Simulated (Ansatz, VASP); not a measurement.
# One calculation of NaH, two programs

Contents of POSCAR:

```
NaH
1.0
    0.0000000000      2.3812822600      2.3812822600
    2.3812822600      0.0000000000      2.3812822600
    2.3812822600      2.3812822600      0.0000000000
Na H
1 1
Direct
    0.0000000000      0.0000000000      0.0000000000
    0.5000000000      0.5000000000      0.5000000000
```

Contents of INCAR.step1:

```
PREC = Accurate
ENCUT = 520
ISMEAR = -1
SIGMA = 0.02
LREAL = F
LASPH = T
NELM = 80
GGA = PE
ALGO = Normal
EDIFF = 1E-4
LWAVE = T
LCHARG = F
```

The input INCAR.step2:

```
PREC = Accurate
ENCUT = 520
EDIFF = 1E-6
ISMEAR = -1
SIGMA = 0.02
LREAL = F
LASPH = T
NELM = 80
ALGO = Normal
ISIF = 2
LWAVE = F
LCHARG = F
METAGGA = R2SCAN
LMIXTAU = T
IBRION = 2
NSW = 50
EDIFFG = -0.01
ISTART = 1
```

The input KPOINTS:

```
regular mesh
0
Gamma
  10 10 10
```

Input for Ansatz:

```yaml
crystal:
  lattice:
    - [0.0, 2.38128226, 2.38128226]
    - [2.38128226, 0.0, 2.38128226]
    - [2.38128226, 2.38128226, 0.0]
  atoms:
    - { symbol: Na, position: [0.0, 0.0, 0.0] }
    - { symbol: H, position: [0.5, 0.5, 0.5] }
  symmetry: { tolerance: 0.0003 }
hamiltonian:
  xc: r2scan
  pseudopotentials: { kind: paw, azcp: { folder: soft_1 } }
basis:
  ecutwfc: 500
magnetization:
  spin_polarized: false
scf:
  occupations: { method: fermi_dirac, width: 0.02 }
kpoints:
  mp_grid: { grid: [10, 10, 10], shift: [0, 0, 0] }
  band_path:
    path:
      - [0.0, 0.0, 0.0]
      - [0.5, 0.0, 0.5]
      - [0.625, 0.25, 0.625]
      - [0.375, 0.375, 0.75]
      - [0.0, 0.0, 0.0]
      - [0.5, 0.5, 0.5]
      - [0.5, 0.25, 0.75]
      - [0.5, 0.0, 0.5]
    npoints: 10
output:
  forces: true
  stress: true
  eigenvalues: true
  write_potential: true
  elf: true
  volumetric_format: npy
  dos: { e_range: [-12, 8], de: 0.05 }
relax:
  max_steps: 30
```

Alike in both runs: task relaxation of the atoms; functional r2SCAN; k mesh 10 × 10 × 10; occupations fermi-dirac, width 0.02 eV; no spin polarisation.

|  | VASP | Ansatz |
| --- | --- | --- |
| version | VASP 6.6.1 | Ansatz 0.2.0 |
| potentials or method | VASP PAW PBE potentials, release 64 (Na_pv, H), cutoff 520 eV | PAW plane waves |
| valence electrons in the cell | 8 | 10 |

VASP gave:

```
gap on the k mesh at the Fermi level, each at its own relaxed structure (eV) : 4.47
```

What did Ansatz give for the same quantities?

gap on the k mesh at the Fermi level, each at its own relaxed structure (eV): 4.46.

VASP's potentials were made for PBE, not for r2SCAN. VASP's potentials hold 8 valence electrons a cell and Ansatz's 10, so a difference there can come from the potentials and not from the codes. Ansatz's warnings: stress scf threshold loose.

Noted on VASP's run: the relaxation stopped at its first step, so nothing moved.
